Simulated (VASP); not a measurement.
# CoPt2W (P4/mmm) in VASP: single point with r2SCAN

Aim: the single point of CoPt2W with r2SCAN.

Program: VASP 6.6.1. These are calculated values, not measurements. Logs are shortened: lines on timing, memory, paths and dates and some standing lists are left out, and cuts for length are marked.

### Step 1. The cell of the first run

Symmetry: P4/mmm, No. 123, tetragonal system. The conventional cell has a = 3.962 Å, b = 3.962 Å, c = 3.886 Å, α = 90.00°, β = 90.00°, γ = 90.00°. Co (site symmetry 4/mmm) has 8 Pt at 2.77 Å and 4 W at 2.80 Å within 3.7 Å. Within 3.7 Å of Pt (site symmetry mmm) lie 4 Co at 2.77 Å and 4 W at 2.77 Å and 4 Pt at 2.80 Å. Within 3.7 Å of W (site symmetry 4/mmm) lie 8 Pt at 2.77 Å and 4 Co at 2.80 Å.

### Step 2. Single point, r2SCAN

The input, POSCAR:

```
CoPt2W
1.0
    3.9616810000      0.0000000000      0.0000000000
    0.0000000000      3.9616810000      0.0000000000
    0.0000000000      0.0000000000      3.8859530000
Co Pt W
1 2 1
Direct
    0.5000000000      0.5000000000      0.0000000000
    0.0000000000      0.5000000000      0.5000000000
    0.5000000000      0.0000000000      0.5000000000
    0.0000000000      0.0000000000      0.0000000000
```

The input, INCAR.step1:

```
ALGO     = Normal         # electronic algorithm
EDIFF    = 1E-4           # SCF threshold, eV
ENCUT    = 520            # plane-wave cutoff, eV
GGA      = PE             # functional
ISMEAR   = -1             # smearing method
LASPH    = True           # aspherical terms in the spheres
LCHARG   = False          # write CHGCAR
LREAL    = False          # projectors in reciprocal space
LWAVE    = True           # write WAVECAR
NBANDS   = 30             # bands
NELM     = 100            # most SCF steps
PREC     = Accurate       # precision mode
SIGMA    = 0.1            # smearing width, eV
```

The input, INCAR.step2:

```
ALGO     = Normal         # electronic algorithm
EDIFF    = 1E-7           # SCF threshold, eV
ENCUT    = 520            # plane-wave cutoff, eV
ISIF     = 2              # what is computed and relaxed
ISMEAR   = -1             # smearing method
ISTART   = 1            
LASPH    = True           # aspherical terms in the spheres
LCHARG   = False          # write CHGCAR
LMIXTAU  = True         
LREAL    = False          # projectors in reciprocal space
LWAVE    = False          # write WAVECAR
METAGGA  = R2SCAN         # meta-GGA
NBANDS   = 30             # bands
NELM     = 100            # most SCF steps
PREC     = Accurate       # precision mode
SIGMA    = 0.1            # smearing width, eV
```

The input, KPOINTS:

```
k-points
0
Gamma
  9 9 9
```

Potentials or basis: VASP PAW PBE potentials, release 64 (Co, Pt, W_sv).

Started as:

```console
$ cat potpaw_PBE.64/Co/POTCAR potpaw_PBE.64/Pt/POTCAR potpaw_PBE.64/W_sv/POTCAR > POTCAR
$ cp INCAR.step1 INCAR
$ mpirun -np 1 vasp_std > vasp.out
$ cp INCAR.step2 INCAR
$ mpirun -np 1 vasp_std > vasp.out
```

OUTCAR:

```text
EDIFF = 1E-7
   ENCUT = 520
   ISIF = 2
   ISMEAR = -1
   ISTART = 1
   LASPH = True
   LREAL = False
   METAGGA = R2SCAN
   NELM = 100
   PREC = Accurate

 ion  position               nearest neighbor table
   1  0.500  0.500  0.000-   2 2.77   3 2.77   2 2.77   3 2.77   3 2.77   3 2.77   2 2.77   2 2.77
                             4 2.80   4 2.80   4 2.80   4 2.80
   2  0.000  0.500  0.500-   1 2.77   4 2.77   1 2.77   4 2.77   4 2.77   4 2.77   1 2.77   1 2.77
                             3 2.80   3 2.80   3 2.80   3 2.80
   3  0.500  0.000  0.500-   1 2.77   4 2.77   1 2.77   4 2.77   1 2.77   1 2.77   4 2.77   4 2.77
                             2 2.80   2 2.80   2 2.80   2 2.80
   4  0.000  0.000  0.000-   2 2.77   3 2.77   2 2.77   3 2.77   2 2.77   2 2.77   3 2.77   3 2.77
                             1 2.80   1 2.80   1 2.80   1 2.80

  LATTYP: Found a simple tetragonal cell.
 ALAT       =     3.9616810000
 C/A-ratio  =     0.9808848819

  Lattice vectors:

 A1 = (   3.9616810000,   0.0000000000,   0.0000000000)
 A2 = (   0.0000000000,   3.9616810000,   0.0000000000)
 A3 = (   0.0000000000,   0.0000000000,   3.8859530000)

Analysis of symmetry for initial positions (statically):
=====================================================================
 Subroutine PRICEL returns:
 Original cell was already a primitive cell.

 Routine SETGRP: Setting up the symmetry group for a
 simple tetragonal supercell.

 Subroutine GETGRP returns: Found 16 space group operations
 (whereof 16 operations were pure point group operations)
 out of a pool of 16 trial point group operations.

The static configuration has the point symmetry D_4h.

Analysis of symmetry for dynamics (positions and initial velocities):
=====================================================================
 Subroutine PRICEL returns:
 Original cell was already a primitive cell.

 Routine SETGRP: Setting up the symmetry group for a
 simple tetragonal supercell.

 Subroutine GETGRP returns: Found 16 space group operations
 (whereof 16 operations were pure point group operations)
 out of a pool of 16 trial point group operations.

The dynamic configuration has the point symmetry D_4h.

 Subroutine INISYM returns: Found 16 space group operations
 (whereof 16 operations are pure point group operations),
 and found     1 'primitive' translations

----------------------------------------------------------------------------------------

[... 90 lines left out ...]
   ISPIN  =      1    spin polarized calculation?
   LNONCOLLINEAR =      F non collinear calculations
   LSORBIT =      F    spin-orbit coupling
   LASPH  =      T    aspherical Exc in radial PAW
   ENCUT  =  520.0 eV  38.22 Ry    6.18 a.u.   7.37  7.37  7.23*2*pi/ulx,y,z
   NELM   =    100;   NELMIN=  2; NELMDL=  0     # of ELM steps
   EDIFF  = 0.1E-06   stopping-criterion for ELM
   LREAL  =      F    real-space projection
   EDIFFG = 0.1E-05   stopping-criterion for IOM
   NSW    =      0    number of steps for IOM
   IBRION =     -1    ionic relax: 0-MD 1-quasi-New 2-CG
   NFREE  =      0    steps in history (QN), initial steepest desc. (CG)
   ISIF   =      2    stress and relaxation
   ISYM   =      2    0-nonsym 1-usesym 2-fastsym
   POTIM  = 0.5000    time-step for ionic-motion
   TEBEG  =    0.0;   TEEND  =   0.0 temperature during run
   PSTRESS=    0.0 pullay stress
   NELECT =      43.0000    total number of electrons
   NUPDOWN=      -1.0000    fix difference up-down
   EMIN   =  10.00;   EMAX   =-10.00  energy-range for DOS
   EFERMI =   0.00;   METHOD = LEGACY
   ISMEAR =    -1;   SIGMA  =   0.10  broadening in eV -4-tet -1-fermi 0-gaus
   EFERMI_NEDOS =   21; number of points for ismear=-14 and -15
   IALGO  =     38    algorithm
   IMIX   =      4    mixing-type and parameters
     AMIX     =   0.40;   BMIX     =  1.00
     AMIX_MAG =   1.60;   BMIX_MAG =  1.00
  volume/ion in A,a.u.               =      15.25       102.89
  Fermi-wavevector in a.u.,A,eV,Ry     =   1.457065  2.753453 28.885674  2.123037
  Thomas-Fermi vector in A             =   2.573910
   LORBIT       =      0    0 simple, 1 ext, 2 COOP (PROOUT), +10 PAW based schemes
   METAGGA = R2SCAN    functional components
   LHFCALC =     F    Hartree Fock is set to
   AEXX    =    0.0000 exact exchange contribution
   IVDW    =     0    specifies the selected vdW correction
   LEPSILON=     F    determine dielectric tensor
   LRPA    =     F    only Hartree local field effects (RPA)
 non-spin polarized calculation
  energy-cutoff  :      520.00
  volume of cell :       60.99
 maximum number of plane-waves:      1663
 NGX is ok and might be reduce to    30
   NGX = 15   NGY = 15   NGZ = 15

 number of electron      42.9999999 magnetization

 Free energy of the ion-electron system (eV)
  ---------------------------------------------------
  ext. energy  EPLUGINS =         0.00000000
  ---------------------------------------------------
  free energy    TOTEN  =      -167.14271563 eV

  energy without entropy =     -166.95663594  energy(sigma->0) =     -167.04967579

 E-fermi :  10.4141     XC(G=0): -14.2772

 val. band max:       10.4131836707   @ k =   0.3333   0.1111   0.0000
 cond. band min:      10.4167038557   @ k =   0.1111   0.1111   0.3333
 fundamental gap:      0.0035201850
 Fermi energy:        10.4141478240

 k-point     1 :       0.0000    0.0000    0.0000
  band No.  band energies     occupation
      1     -66.7056      2.00000
      2     -30.2099      2.00000
      3     -30.1428      2.00000
      4     -30.1428      2.00000
      5       0.0663      2.00000
      6       2.8735      2.00000
[... 781 lines left out ...]
     29      17.3030      0.00000
     30      17.8358      0.00000

 [... further k-points ...]
[... 5 lines left out ...]
  --------------------------------------------------------------------------------------
  -------------------------------------------------------------------------------------
  Total       -7.8667003     -7.8667003     -5.6016630      0.0000000      0.0000000      0.0000000
  in kB     -206.6553443   -206.6553443   -147.1536400      0.0000000      0.0000000      0.0000000
  external PRESSURE =    -186.8214429 kB  Pullay stress =       0.0000000 kB

 VOLUME and BASIS-vectors are now :
 -----------------------------------------------------------------------------
  energy-cutoff  :      520.00
  volume of cell :       60.99
      direct lattice vectors                 reciprocal lattice vectors
     3.961681000  0.000000000  0.000000000     0.252418102  0.000000000  0.000000000
     0.000000000  3.961681000  0.000000000     0.000000000  0.252418102  0.000000000
     0.000000000  0.000000000  3.885953000     0.000000000  0.000000000  0.257337132

 POSITION                                       TOTAL-FORCE (eV/Angst)
 -----------------------------------------------------------------------------------
      1.98084      1.98084      0.00000         0.000000      0.000000      0.000000
      0.00000      1.98084      1.94298         0.000000      0.000000      0.000000
      1.98084      0.00000      1.94298         0.000000      0.000000      0.000000
      0.00000      0.00000      0.00000         0.000000      0.000000      0.000000
 -----------------------------------------------------------------------------------
    total drift:                                0.000000      0.000000     -0.000000

  FREE ENERGIE OF THE ION-ELECTRON SYSTEM (eV)
  ---------------------------------------------------
  free  energy   TOTEN  =      -167.1427156311 eV

  energy  without entropy=     -166.9566359419  energy(sigma->0) =     -167.04967579
```

Wall time 12 min (1 thread of Intel Xeon 8259CL, shared host); peak memory 0.28 GiB.

Results:

| Property | Result |
| --- | --- |
| Free energy | -167.1427 eV |
| Pressure | -18.7 GPa |
| Band gap on the k mesh | zero (an odd number of electrons rules out a gap without spin polarisation) |

Caveat: the cell stands under tension; the PAW data sets were made with another functional, which shifts forces and pressure a little; spin-orbit coupling is left out, which moves the levels of the heavy elements; the run has no spin polarisation, though such a crystal can be magnetic.
